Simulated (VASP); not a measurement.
**SiCl5: single point with PBE**

Crystal: SiCl5.

```
CELL_PARAMETERS angstrom
6.11567 0.00000 0.00000
-3.05783 5.29633 0.00000
0.00000 0.00000 5.09050
ATOMIC_POSITIONS crystal
Si 0.33333 0.66667 0.00000
Cl 0.85611 0.14389 0.50000
Cl 0.85611 0.71221 0.50000
Cl 0.28779 0.14389 0.50000
Cl 0.00000 0.00000 0.00000
Cl 0.33333 0.66667 0.50000
```

```
Program                : VASP 6.6.1
Task                   : single point
Functional             : PBE
Potentials or basis    : VASP PAW PBE potentials, release 64 (Si, Cl)
Cutoff                 : 520 eV
k mesh                 : 3 × 3 × 4
Occupations            : gaussian, width 0.1 eV
Spin                   : no spin polarisation
Dipole correction      : no
Further INCAR settings : ALGO = Normal; EDIFF = 1e-06; NBANDS = 28
```

| Item | Value |
| --- | --- |
| Pressure | 0.9 GPa |
| Largest force | 1.128 eV/Å |

Forces in eV/Å, atoms in the order of the input:
```
Si   0.000  0.000  0.000
Cl  -0.977  0.564  0.000
Cl   0.000 -1.128  0.000
Cl   0.977  0.564  0.000
Cl   0.000  0.000  0.000
Cl   0.000  0.000  0.000
```

Stress tensor (GPa, compression positive):
```
0.99 0.00 0.00
0.00 0.99 0.00
0.00 0.00 0.70
```

Levels at points of the mesh, in eV from the Fermi level:
| k point | band 16 | band 17 | band 18 | band 19 | band 20 | band 21 | band 22 | band 23 |
| --- | --- | --- | --- | --- | --- | --- | --- | --- |
| (0.00, 0.00, 0.00) | -0.96 | -0.96 | -0.02 | 0.43 | 0.79 | 0.79 | 1.48 | 1.48 |
| (0.00, 0.00, 0.50) | -0.93 | -0.37 | -0.37 | -0.01 | 0.79 | 0.79 | 0.92 | 0.92 |

Wall time 26 s on 1 thread of Intel(R) Xeon(R) 6975P-C (Granite Rapids), on a shared host, peak memory 0.28 GiB.

Caveat: the k points lie up to 0.40 Å⁻¹ apart; an odd number of electrons without spin polarisation forces a metal; a magnetic or distorted state may lie lower.
